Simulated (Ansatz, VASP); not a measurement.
# TaMn2N3 in VASP and in Ansatz

```xyz
6
Lattice="4.7583 0.0000 0.0000 -2.3791 4.1208 0.0000 0.0000 0.0000 2.8083" Properties=species:S:1:pos:R:3 pbc="T T T"
Ta    0.0000    0.0000    0.0000
Mn    0.0000    2.7472    1.4042
Mn    2.3791    1.3736    1.4042
N     2.3791    0.0000    0.0000
N    -1.1896    2.0604    0.0000
N     1.1896    2.0604    0.0000
```

Alike in both runs: task relaxation of cell and atoms; functional PBE; k mesh 6 × 6 × 6; occupations gaussian, width 0.1 eV; no spin polarisation.

|  | VASP | Ansatz |
| --- | --- | --- |
| version | VASP 6.6.1 | Ansatz 0.2.0 |
| potentials or method | VASP PAW PBE potentials, release 64 (Ta_pv, Mn_pv, N), cutoff 600 eV | scalar-relativistic, plane waves, PAW |
| valence electrons in the cell | 52 | 58 |

Ansatz gave:

* gap on the k mesh at the Fermi level, each at its own relaxed structure (eV): none
* relaxed volume (Å³/atom): 9.21
* relaxed cell length with the largest relative difference (Å): 2.756

Q: Estimate VASP's values.

A: gap on the k mesh at the Fermi level, each at its own relaxed structure (eV): none; relaxed volume (Å³/atom): 9.22; relaxed cell length with the largest relative difference (Å): 2.759.

A gap of «none» marks a metal or a gap that the smearing closes. VASP's potentials hold 52 valence electrons a cell and Ansatz's 58, so a difference there can come from the potentials and not from the codes.

The k mesh is coarse, so the values compare programs but aren't converged. Spin-orbit coupling is off throughout.
